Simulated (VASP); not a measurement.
Write the native input for VASP 6.6.1 that does the following.

```yaml
Task: single point
Functional: PBEsol
Dispersion: D3(BJ)
Potentials_or_basis: VASP PAW PBE potentials, release 64 (Al)
Cutoff: 520 eV
k_mesh: 18 × 18 × 10
Occupations: gaussian, width 0.15 eV
Spin: no spin polarisation
Dipole_correction: no
Further_INCAR_settings: ALGO = Normal; EDIFF = 1e-06; NBANDS = 10
```

The structure of Al lies in POSCAR:

```
Al
1.0
    2.8827667353      0.0000000000      0.0000000000
   -1.4413833676      2.4965492260      0.0000000000
    0.0000000000      0.0000000000      5.1101925000
Al
2
Direct
    0.6666666667      0.3333333333      0.7500000000
    0.3333333333      0.6666666667      0.2500000000
```

This isn't the form of Al at room conditions, which is fcc.

This cell differs from its parent crystal: strain +0.025 along x and y, +0.050 along z.

These files were run (other wordings do the same):

INCAR

```
PREC     = Accurate       # precision mode
ENCUT    = 520            # plane-wave cutoff, eV
EDIFF    = 1E-6           # SCF threshold, eV
ISMEAR   = 0              # smearing method
SIGMA    = 0.15           # smearing width, eV
LREAL    = F              # projectors in reciprocal space
LASPH    = T              # aspherical terms in the spheres
NELM     = 80             # most SCF steps
ALGO     = Normal         # electronic algorithm
ISIF     = 2              # what is computed and relaxed
LWAVE    = F              # write WAVECAR
LCHARG   = F              # write CHGCAR
GGA      = PS             # functional
IVDW     = 12             # dispersion correction
NBANDS   = 10             # bands
```

KPOINTS

```
Automatic mesh
0
Gamma
  18 18 10
```

Potentials or basis: VASP PAW PBE potentials, release 64 (Al).

Run with:

```console
$ cat potpaw_PBE.64/Al/POTCAR > POTCAR
$ mpirun -np 1 vasp_std > vasp.out
```

It gave:

```json
{
  "Pressure": "-9.3 GPa",
  "Band gap on the k mesh": "zero (bands 3 and 4 overlap by 6.26 eV)",
  "Dispersion energy per atom": "-0.284 eV"
}
```

Caveat: the cell differs from its parent crystal (strain +0.025 along x and y, +0.050 along z); the cell stands under tension; the PAW data sets were made with another functional, which shifts forces and pressure a little.

It took 58 s on 1 thread of Intel Xeon 8259CL, with other jobs on the host, peak memory 0.21 GiB.
